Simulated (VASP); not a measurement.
ScAl3: single point with PBE

The system is ScAl3.

```
Sc Al
1.0
     5.24466    0.00000    0.00000
    -2.62233    4.54201    0.00000
     0.00000    0.00000    5.08972
Sc Al
1 3
Direct
  0.33333 0.66667 0.23395
  0.49983 0.50017 0.73394
  0.49983 0.99966 0.73394
  0.00034 0.50017 0.73394
```

```
Program                : VASP 6.6.1
Task                   : single point
Functional             : PBE
Potentials or basis    : VASP PAW PBE potentials, release 64 (Sc_sv, Al)
Cutoff                 : 520 eV
k mesh                 : 6 × 6 × 4
Occupations            : gaussian, width 0.1 eV
Spin                   : no spin polarisation
Dipole correction      : no
Further INCAR settings : ALGO = Normal; EDIFF = 1e-06; NBANDS = 18
```

The pressure is 0.0 GPa, the largest force is 0.014 eV/Å and the band gap on the k mesh is zero (band 10 reaches 2.75 eV, above the bottom of band 11 at 2.06 eV).

Forces in eV/Å, atoms in the order of the input:
```
Sc   0.000  0.000  0.000
Al   0.012 -0.007  0.000
Al   0.000  0.014  0.000
Al  -0.012 -0.007  0.000
```

Levels at points of the mesh, in eV from the Fermi level:
| k point | band 8 | band 9 | band 10 | band 11 | band 12 | band 13 |
| --- | --- | --- | --- | --- | --- | --- |
| (0.00, 0.00, 0.00) | -1.22 | -1.22 | -0.55 | -0.55 | 0.02 | 0.25 |
| (0.50, 0.00, 0.00) | -2.04 | -0.82 | -0.20 | 0.09 | 0.89 | 1.02 |
| (0.00, 0.00, 0.50) | -1.70 | -1.70 | -0.10 | -0.10 | 0.38 | 0.63 |
| (0.50, 0.00, 0.50) | -2.44 | -1.75 | -1.17 | 0.52 | 1.01 | 1.20 |

Run time: 37 s on 1 thread of AMD EPYC 9R45 96-Core Processor (Zen 5) (shared host), peak memory 0.22 GiB.
